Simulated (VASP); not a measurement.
# Ni3Ge (Pm-3m) in VASP: a series of runs

The runs below take Ni3Ge through single point, with PBEsol.

Program: VASP 6.6.1. These are calculated values, not measurements. Logs are shortened: lines on timing, memory, paths and dates and some standing lists are left out, and cuts for length are marked.

## Step 1: The cell of the first run

It takes space group Pm-3m (No. 221, cubic). Conventional cell: a = 3.530 Å, b = 3.530 Å, c = 3.530 Å, α = 90.00°, β = 90.00°, γ = 90.00°. Within 3.3 Å of Ni (site symmetry 4/mmm) lie 8 Ni at 2.50 Å and 4 Ge at 2.50 Å. Ge (site symmetry m-3m) has 12 Ni at 2.50 Å within 3.3 Å.

## Step 2: Single point, PBEsol, collinear spin, zero start

Input file INCAR:

```
ALGO = Normal
EDIFF = 1E-6
ENCUT = 520
GGA = PS
ISIF = 2
ISMEAR = -1
ISPIN = 2
LASPH = True
LCHARG = False
LMAXMIX = 4
LORBIT = 11
LREAL = False
LWAVE = False
MAGMOM = 0 0 0 0
NBANDS = 34
NELM = 150
NUPDOWN = 0.0
PREC = Accurate
SIGMA = 0.1
```

Input file KPOINTS:

```
k-points
0
Gamma
  7 7 7
```

Input file POSCAR:

```
Ni3Ge
1.0
    3.5303341100      0.0000000000      0.0000000000
    0.0000000000      3.5303341100      0.0000000000
    0.0000000000      0.0000000000      3.5303341100
Ni Ge
3 1
Direct
    0.5000000000      0.0000000000      0.5000000000
    0.0000000000      0.5000000000      0.5000000000
    0.5000000000      0.5000000000      0.0000000000
    0.0000000000      0.0000000000      0.0000000000
```

Potentials or basis: VASP PAW PBE potentials, release 64 (Ni, Ge_d).

Command:

```console
$ cat potpaw_PBE.64/Ni/POTCAR potpaw_PBE.64/Ge_d/POTCAR > POTCAR
$ mpirun -np 1 vasp_std > vasp.out
```

OUTCAR:

```text
EDIFF = 1E-6
   ENCUT = 520
   GGA = PS
   ISIF = 2
   ISMEAR = -1
   ISPIN = 2
   LASPH = True
   LORBIT = 11
   LREAL = False
   NELM = 150
   NUPDOWN = 0.0
   PREC = Accurate

 ion  position               nearest neighbor table
   1  0.500  0.000  0.500-   2 2.50   3 2.50   4 2.50   3 2.50   4 2.50   2 2.50   3 2.50   3 2.50
                             2 2.50   4 2.50   4 2.50   2 2.50
   2  0.000  0.500  0.500-   1 2.50   3 2.50   4 2.50   3 2.50   4 2.50   1 2.50   4 2.50   4 2.50
                             1 2.50   3 2.50   3 2.50   1 2.50
   3  0.500  0.500  0.000-   1 2.50   2 2.50   4 2.50   1 2.50   2 2.50   1 2.50   4 2.50   1 2.50
                             2 2.50   4 2.50   2 2.50   4 2.50
   4  0.000  0.000  0.000-   1 2.50   2 2.50   3 2.50   1 2.50   2 2.50   2 2.50   3 2.50   2 2.50
                             1 2.50   3 2.50   1 2.50   3 2.50

  LATTYP: Found a simple cubic cell.
 ALAT       =     3.5303341100

  Lattice vectors:

 A1 = (   3.5303341100,   0.0000000000,   0.0000000000)
 A2 = (   0.0000000000,   3.5303341100,   0.0000000000)
 A3 = (   0.0000000000,   0.0000000000,   3.5303341100)

Analysis of symmetry for initial positions (statically):
=====================================================================
 Subroutine PRICEL returns:
 Original cell was already a primitive cell.

 Routine SETGRP: Setting up the symmetry group for a
 simple cubic supercell.

 Subroutine GETGRP returns: Found 48 space group operations
 (whereof 48 operations were pure point group operations)
 out of a pool of 48 trial point group operations.

The static configuration has the point symmetry O_h .

Analysis of symmetry for dynamics (positions and initial velocities):
=====================================================================
 Subroutine PRICEL returns:
 Original cell was already a primitive cell.

 Routine SETGRP: Setting up the symmetry group for a
 simple cubic supercell.

 Subroutine GETGRP returns: Found 48 space group operations
 (whereof 48 operations were pure point group operations)
 out of a pool of 48 trial point group operations.

The dynamic configuration has the point symmetry O_h .

Analysis of structural, dynamic, and magnetic symmetry:
=====================================================================
 Subroutine PRICEL returns:
 Original cell was already a primitive cell.

 Routine SETGRP: Setting up the symmetry group for a
 simple cubic supercell.

 Subroutine GETGRP returns: Found 48 space group operations
 (whereof 48 operations were pure point group operations)
 out of a pool of 48 trial point group operations.

The overall configuration has the point symmetry O_h .

 Subroutine INISYM returns: Found 48 space group operations
 (whereof 48 operations are pure point group operations),
 and found     1 'primitive' translations

----------------------------------------------------------------------------------------

                                     Primitive cell

  volume of cell :      43.9995

  direct lattice vectors                    reciprocal lattice vectors
     3.530334110  0.000000000  0.000000000     0.283259309  0.000000000  0.000000000
     0.000000000  3.530334110  0.000000000     0.000000000  0.283259309  0.000000000
     0.000000000  0.000000000  3.530334110     0.000000000  0.000000000  0.283259309

  length of vectors
     3.530334110  3.530334110  3.530334110     0.283259309  0.283259309  0.283259309

  position of ions in fractional coordinates (direct lattice)
     0.500000000  0.000000000  0.500000000
     0.000000000  0.500000000  0.500000000
     0.500000000  0.500000000  0.000000000
     0.000000000  0.000000000  0.000000000

  ion indices of the primitive-cell ions
   primitive index   ion index
                 1           1
                 2           2
                 3           3
                 4           4

----------------------------------------------------------------------------------------

 KPOINTS: k-points

Automatic generation of k-mesh.
 Grid dimensions read from file:
 generate k-points for:    7    7    7

 Generating k-lattice:

  Cartesian coordinates                     Fractional coordinates (reciprocal lattice)
     0.040465616  0.000000000  0.000000000     0.142857143  0.000000000  0.000000000
     0.000000000  0.040465616  0.000000000     0.000000000  0.142857143  0.000000000
     0.000000000  0.000000000  0.040465616     0.000000000  0.000000000  0.142857143

  Length of vectors
     0.040465616  0.040465616  0.040465616

  Shift w.r.t. Gamma in fractional coordinates (k-lattice)
     0.000000000  0.000000000  0.000000000

 Subroutine IBZKPT returns following result:
 ===========================================

 Found     20 irreducible k-points:

 Following reciprocal coordinates:
            Coordinates               Weight
  0.000000  0.000000  0.000000      1.000000
  0.142857  0.000000  0.000000      6.000000
  0.285714  0.000000  0.000000      6.000000
  0.428571  0.000000  0.000000      6.000000
  0.142857  0.142857  0.000000     12.000000
  0.285714  0.142857  0.000000     24.000000
[... 12 lines left out ...]
  0.428571  0.428571  0.285714     24.000000
  0.428571  0.428571  0.428571      8.000000
   k-points           NKPTS =     20   k-points in BZ     NKDIM =     20   number of bands    NBANDS=     34
   number of dos      NEDOS =    301   number of ions     NIONS =      4
   total plane-waves  NPLWV =  21952
   dimension x,y,z NGX =    28 NGY =   28 NGZ =   28
   dimension x,y,z NGXF=    56 NGYF=   56 NGZF=   56
   ions per type =               3   1
   NGX,Y,Z   is equivalent  to a cutoff of  13.19, 13.19, 13.19 a.u.
   NGXF,Y,Z  is equivalent  to a cutoff of  26.37, 26.37, 26.37 a.u.
 SYSTEM =  unknown system
   PREC   = accura    normal or accurate (medium, high low for compatibility)
   ISTART =      0    job   : 0-new  1-cont  2-samecut
   ICHARG =      2    charge: 1-file 2-atom 10-const
   ISPIN  =      2    spin polarized calculation?
   LNONCOLLINEAR =      F non collinear calculations
   LSORBIT =      F    spin-orbit coupling
   LASPH  =      T    aspherical Exc in radial PAW
   ENCUT  =  520.0 eV  38.22 Ry    6.18 a.u.   6.56  6.56  6.56*2*pi/ulx,y,z
   NELM   =    150;   NELMIN=  2; NELMDL= -5     # of ELM steps
   EDIFF  = 0.1E-05   stopping-criterion for ELM
   LREAL  =      F    real-space projection
   EDIFFG = 0.1E-04   stopping-criterion for IOM
   NSW    =      0    number of steps for IOM
   IBRION =     -1    ionic relax: 0-MD 1-quasi-New 2-CG
   NFREE  =      0    steps in history (QN), initial steepest desc. (CG)
   ISIF   =      2    stress and relaxation
   ISYM   =      2    0-nonsym 1-usesym 2-fastsym
   POTIM  = 0.5000    time-step for ionic-motion
   TEBEG  =    0.0;   TEEND  =   0.0 temperature during run
   PSTRESS=    0.0 pullay stress
   NELECT =      44.0000    total number of electrons
   NUPDOWN=       0.0000    fix difference up-down
   EMIN   =  10.00;   EMAX   =-10.00  energy-range for DOS
   EFERMI =   0.00;   METHOD = LEGACY
   ISMEAR =    -1;   SIGMA  =   0.10  broadening in eV -4-tet -1-fermi 0-gaus
   EFERMI_NEDOS =   21; number of points for ismear=-14 and -15
   IALGO  =     38    algorithm
   IMIX   =      4    mixing-type and parameters
     AMIX     =   0.40;   BMIX     =  1.00
     AMIX_MAG =   1.60;   BMIX_MAG =  1.00
  volume/ion in A,a.u.               =      11.00        74.23
  Fermi-wavevector in a.u.,A,eV,Ry     =   1.637105  3.093680 36.465156  2.680113
  Thomas-Fermi vector in A             =   2.728300
   LORBIT       =     11    0 simple, 1 ext, 2 COOP (PROOUT), +10 PAW based schemes
   GGA     = PS    functional components
   LHFCALC =     F    Hartree Fock is set to
   AEXX    =    0.0000 exact exchange contribution
   IVDW    =     0    specifies the selected vdW correction
   LEPSILON=     F    determine dielectric tensor
   LRPA    =     F    only Hartree local field effects (RPA)
 spin polarized calculation
  energy-cutoff  :      520.00
  volume of cell :       44.00
 maximum number of plane-waves:      1213
 NGX is ok and might be reduce to    28
   NGX = 13   NGY = 13   NGZ = 13

 number of electron      43.9999972 magnetization      -0.0000000

 number of electron      43.9999972 magnetization       0.0000000

 Free energy of the ion-electron system (eV)
  ---------------------------------------------------
  ext. energy  EPLUGINS =         0.00000000
  ---------------------------------------------------
  free energy    TOTEN  =       -24.77424649 eV

  energy without entropy =      -24.70957161  energy(sigma->0) =      -24.74190905

 E-fermi :  10.2500     XC(G=0): -13.6502

 val. band max:       10.2167499754   @ k =   0.4286   0.0000   0.0000
 cond. band min:      10.3304655268   @ k =   0.4286   0.4286   0.2857
 fundamental gap:      0.1137155514
 Fermi energy:        10.2500023909

 spin component 1

 k-point     1 :       0.0000    0.0000    0.0000
  band No.  band energies     occupation
      1     -14.3828      1.00000
      2     -14.3828      1.00000
      3     -14.3681      1.00000
      4     -14.3681      1.00000
      5     -14.3681      1.00000
      6      -2.3603      1.00000
[... 729 lines left out ...]
     33      29.9140      0.00000
     34      29.9140      0.00000
 Fermi energy:        10.2500060198

 spin component 2

 k-point     1 :       0.0000    0.0000    0.0000
  band No.  band energies     occupation
      1     -14.3828      1.00000
      2     -14.3828      1.00000
      3     -14.3681      1.00000
      4     -14.3681      1.00000
      5     -14.3681      1.00000
      6      -2.3603      1.00000
[... 729 lines left out ...]
     33      29.9140      0.00000
     34      29.9140      0.00000

------------------------ aborting loop because EDIFF is reached ----------------------------------------

  FORCE on cell =-STRESS in cart. coord.  units (eV):
  Direction    XX          YY          ZZ          XY          YZ          ZX
  --------------------------------------------------------------------------------------
  -------------------------------------------------------------------------------------
  Total       -0.1844970     -0.1844970     -0.1844970     -0.0000000     -0.0000000     -0.0000000
  in kB       -6.7181916     -6.7181916     -6.7181916     -0.0000000     -0.0000000     -0.0000000
  external PRESSURE =      -6.7181916 kB  Pullay stress =       0.0000000 kB

 VOLUME and BASIS-vectors are now :
 -----------------------------------------------------------------------------
  energy-cutoff  :      520.00
  volume of cell :       44.00
      direct lattice vectors                 reciprocal lattice vectors
     3.530334110  0.000000000  0.000000000     0.283259309  0.000000000  0.000000000
     0.000000000  3.530334110  0.000000000     0.000000000  0.283259309  0.000000000
     0.000000000  0.000000000  3.530334110     0.000000000  0.000000000  0.283259309

 POSITION                                       TOTAL-FORCE (eV/Angst)
 -----------------------------------------------------------------------------------
      1.76517      0.00000      1.76517         0.000000      0.000000      0.000000
      0.00000      1.76517      1.76517         0.000000      0.000000      0.000000
      1.76517      1.76517      0.00000         0.000000      0.000000      0.000000
      0.00000      0.00000      0.00000         0.000000      0.000000      0.000000
 -----------------------------------------------------------------------------------
    total drift:                                0.000000      0.000000      0.000000

  FREE ENERGIE OF THE ION-ELECTRON SYSTEM (eV)
  ---------------------------------------------------
  free  energy   TOTEN  =       -24.7742464919 eV

  energy  without entropy=      -24.7095716109  energy(sigma->0) =      -24.74190905

 total charge

# of ion       s       p       d       tot
------------------------------------------
    1        0.477   0.548   8.430   9.454
    2        0.477   0.548   8.430   9.454
    3        0.477   0.548   8.430   9.454
    4        1.088   1.239  10.145  12.472
--------------------------------------------------
tot          2.518   2.882  35.435  40.835

 magnetization (x)

# of ion       s       p       d       tot
------------------------------------------
    1        0.000  -0.000  -0.000  -0.000
    2        0.000  -0.000  -0.000  -0.000
    3        0.000  -0.000  -0.000  -0.000
    4       -0.000   0.000  -0.000   0.000
--------------------------------------------------
tot         -0.000   0.000  -0.000   0.000
```

It took 30 s on 1 thread of Intel Xeon Platinum 8559C (Emerald Rapids), shared host; peak memory 0.19 GiB.

What came out:

```yaml
Free_energy: -24.7742 eV
Pressure: -0.7 GPa
Net_moment: 0.00 μB per cell
Valence_electrons_inside_the_program's_atomic_spheres: Ni 9.45; Ge 12.47
```

Caveat: the PAW data sets were made with another functional, which shifts forces and pressure a little; the total moment is fixed, so each spin has its own Fermi level.

## Step 3: Single point, PBEsol, collinear spin, ferromagnetic start

Input file INCAR:

```
SYSTEM = Ni3Ge
PREC = Accurate ; ENCUT = 520
EDIFF = 1E-7 ; ISMEAR = -1
SIGMA = 0.1 ; LREAL = .False.
LASPH = .True. ; NELM = 150
ALGO = Normal ; ISIF = 2
LWAVE = .False. ; LCHARG = .True.
ISPIN = 2 ; MAGMOM = 0.41 0.41 0.41 0.01
LORBIT = 11 ; NUPDOWN = 1.1
LMAXMIX = 4 ; GGA = PS
LELF = .True. ; LVHAR = .True.
NBANDS = 34
```

Input file KPOINTS:

```
regular mesh
0
Gamma
  7 7 7
  0 0 0
```

POSCAR is that of step 2.

Potentials or basis: VASP PAW PBE potentials, release 64 (Ni, Ge_d).

Command:

```console
$ cat potpaw_PBE.64/Ni/POTCAR potpaw_PBE.64/Ge_d/POTCAR > POTCAR
$ mpirun -np 1 vasp_std > vasp.out
```

Wall time 33 s (1 thread of Intel Xeon Platinum 8559C (Emerald Rapids), shared host); peak memory 0.19 GiB.

It converged, with:

| Quantity | Value |
| --- | --- |
| Free energy | -24.5923 eV |
| Pressure | 0.8 GPa |
| Net moment | 1.10 μB per cell |
| Site moments | Ni +0.36; Ge +0.01 μB |
| Valence electrons inside the program's atomic spheres | Ni 9.45; Ge 12.48 |

Caveat: the PAW data sets were made with another functional, which shifts forces and pressure a little; the total moment is fixed, so each spin has its own Fermi level.

## Step 4: Single point, PBEsol, collinear spin, ferromagnetic start

Input file INCAR:

```
  PREC = Accurate
  ENCUT = 520
  EDIFF = 1E-6
  ISMEAR = -1
  SIGMA = 0.1
  LREAL = F
  LASPH = T
  NELM = 150
  ALGO = Normal
  ISIF = 2
  LWAVE = F
  LCHARG = F
  ISPIN = 2
  MAGMOM = 0.78 0.78 0.78 0.07
  LORBIT = 11
  NUPDOWN = 2.2
  LMAXMIX = 4
  GGA = PS
  NBANDS = 34
```

Input file KPOINTS:

```
regular mesh
0
Gamma
  7 7 7
```

POSCAR is that of step 3.

Command:

```console
$ cat potpaw_PBE.64/Ni/POTCAR potpaw_PBE.64/Ge_d/POTCAR > POTCAR
$ mpirun -np 1 vasp_std > vasp.out
```

It took 29 s on 1 thread of Intel Xeon Platinum 8559C (Emerald Rapids), shared host; peak memory 0.19 GiB.

Results (log left out):

| Property | Result |
| --- | --- |
| Free energy | -24.1613 eV |
| Pressure | 4.1 GPa |
| Net moment | 2.20 μB per cell |
| Site moments | Ni +0.69; Ge +0.08 μB |
| Valence electrons inside the program's atomic spheres | Ni 9.43; Ge 12.51 |

Caveat: the PAW data sets were made with another functional, which shifts forces and pressure a little; the total moment is fixed, so each spin has its own Fermi level.

## Step 5: Single point, PBEsol, collinear spin, ferromagnetic start

Input file INCAR:

```
SYSTEM = Ni3Ge
PREC     = Accurate       ! precision mode
ENCUT    = 520            ! plane-wave cutoff, eV
EDIFF    = 1E-6           ! SCF threshold, eV
ISMEAR   = -1             ! smearing method
SIGMA    = 0.1            ! smearing width, eV
LREAL    = .False.        ! projectors in reciprocal space
LASPH    = .True.         ! aspherical terms in the spheres
NELM     = 150            ! most SCF steps
ALGO     = Normal         ! electronic algorithm
ISIF     = 2              ! what is computed and relaxed
LWAVE    = .False.        ! write WAVECAR
LCHARG   = .True.         ! write CHGCAR
ISPIN    = 2              ! spin polarisation
MAGMOM   = 1.06 1.06 1.06 0.17 ! initial moments
LORBIT   = 11             ! projections on sites
NUPDOWN  = 3.2            ! fixed moment
LMAXMIX  = 4              ! l up to which the mixer works
GGA      = PS             ! functional
LELF     = .True.         ! ELF
LVHAR    = .True.       
NBANDS   = 34             ! bands
```

Input file KPOINTS:

```
Automatic mesh
0
Gamma
  7 7 7
  0 0 0
```

POSCAR is that of step 4.

Command:

```console
$ cat potpaw_PBE.64/Ni/POTCAR potpaw_PBE.64/Ge_d/POTCAR > POTCAR
$ mpirun -np 1 vasp_std > vasp.out
```

It took 30 s on 1 thread of Intel Xeon Platinum 8559C (Emerald Rapids), shared host; peak memory 0.19 GiB.

Results (log left out):

| Quantity | Value |
| --- | --- |
| Free energy | -23.3457 eV |
| Pressure | 9.1 GPa |
| Net moment | 3.20 μB per cell |
| Site moments | Ni +0.96; Ge +0.20 μB |
| Valence electrons inside the program's atomic spheres | Ni 9.41; Ge 12.54 |

Caveat: the PAW data sets were made with another functional, which shifts forces and pressure a little; the total moment is fixed, so each spin has its own Fermi level.

## Step 6: Single point, PBEsol, collinear spin, ferromagnetic start

Input file INCAR:

```
PREC = Accurate
ENCUT = 520
EDIFF = 1E-6
ISMEAR = -1
SIGMA = 0.1
LREAL = F
LASPH = T
NELM = 150
ALGO = Normal
ISIF = 2
LWAVE = F
LCHARG = T
ISPIN = 2
MAGMOM = 1.34 1.34 1.34 0.33
LORBIT = 11
NUPDOWN = 4.3
LMAXMIX = 4
GGA = PS
LELF = T
LVHAR = T
NBANDS = 34
```

Input file KPOINTS:

```
regular mesh
0
Gamma
  7 7 7
```

POSCAR is that of step 5.

Potentials or basis: VASP PAW PBE potentials, release 64 (Ni, Ge_d).

Command:

```console
$ cat potpaw_PBE.64/Ni/POTCAR potpaw_PBE.64/Ge_d/POTCAR > POTCAR
$ mpirun -np 1 vasp_std > vasp.out
```

Wall time 30 s (1 thread of Intel Xeon Platinum 8559C (Emerald Rapids), shared host); peak memory 0.19 GiB.

Results (log left out):

```
Free energy                                           : -21.9994 eV
Pressure                                              : 16.5 GPa
Net moment                                            : 4.30 μB per cell
Site moments                                          : Ni +1.23; Ge +0.37 μB
Valence electrons inside the program's atomic spheres : Ni 9.39; Ge 12.59
```

Caveat: the PAW data sets were made with another functional, which shifts forces and pressure a little; the total moment is fixed, so each spin has its own Fermi level.

## Step 7: Single point, PBEsol, collinear spin, ferromagnetic start

Input file INCAR:

```
SYSTEM = Ni3Ge
ALGO = Normal
EDIFF = 1E-6
ENCUT = 520
GGA = PS
ISIF = 2
ISMEAR = -1
ISPIN = 2
LASPH = .TRUE.
LCHARG = .TRUE.
LELF = .TRUE.
LMAXMIX = 4
LORBIT = 11
LREAL = .FALSE.
LVHAR = .TRUE.
LWAVE = .FALSE.
MAGMOM = 1.61 1.61 1.61 0.47
NBANDS = 34
NELM = 150
NUPDOWN = 5.4
PREC = Accurate
SIGMA = 0.1
```

Input file KPOINTS:

```
k-points
0
G
  7 7 7
  0 0 0
```

POSCAR is that of step 6.

Command:

```console
$ cat potpaw_PBE.64/Ni/POTCAR potpaw_PBE.64/Ge_d/POTCAR > POTCAR
$ mpirun -np 1 vasp_std > vasp.out
```

Wall time 34 s (1 thread of Intel Xeon Platinum 8559C (Emerald Rapids), shared host); peak memory 0.19 GiB.

It converged, with:

| Item | Value |
| --- | --- |
| Free energy | -19.8034 eV |
| Pressure | 26.0 GPa |
| Net moment | 5.40 μB per cell |
| Site moments | Ni +1.50; Ge +0.53 μB |
| Valence electrons inside the program's atomic spheres | Ni 9.36; Ge 12.63 |

Caveat: the PAW data sets were made with another functional, which shifts forces and pressure a little; the total moment is fixed, so each spin has its own Fermi level.

## Step 8: Summary

| spin | fixed moment (μB) | pressure (GPa) | moment (μB) |
| --- | --- | --- | --- |
| collinear, zero start | 0.0 | -0.7 | 0.00 |
| collinear, ferromagnetic start | 1.1 | 0.8 | 1.10 |
| collinear, ferromagnetic start | 2.2 | 4.1 | 2.20 |
| collinear, ferromagnetic start | 3.2 | 9.1 | 3.20 |
| collinear, ferromagnetic start | 4.3 | 16.5 | 4.30 |
| collinear, ferromagnetic start | 5.4 | 26.0 | 5.40 |

Alike in all rows: task single point; level PBEsol; potentials or basis VASP PAW PBE potentials, release 64 (Ni, Ge_d); cell as given; k mesh 7 × 7 × 7; cutoff (eV) 520; smearing fermi-dirac 0.1 eV.

Caveats: the PAW data sets were made with another functional, which shifts forces and pressure a little; the total moment is fixed, so each spin has its own Fermi level.

Total energies depend on the potentials used, so only differences within one code and one set of settings carry meaning.
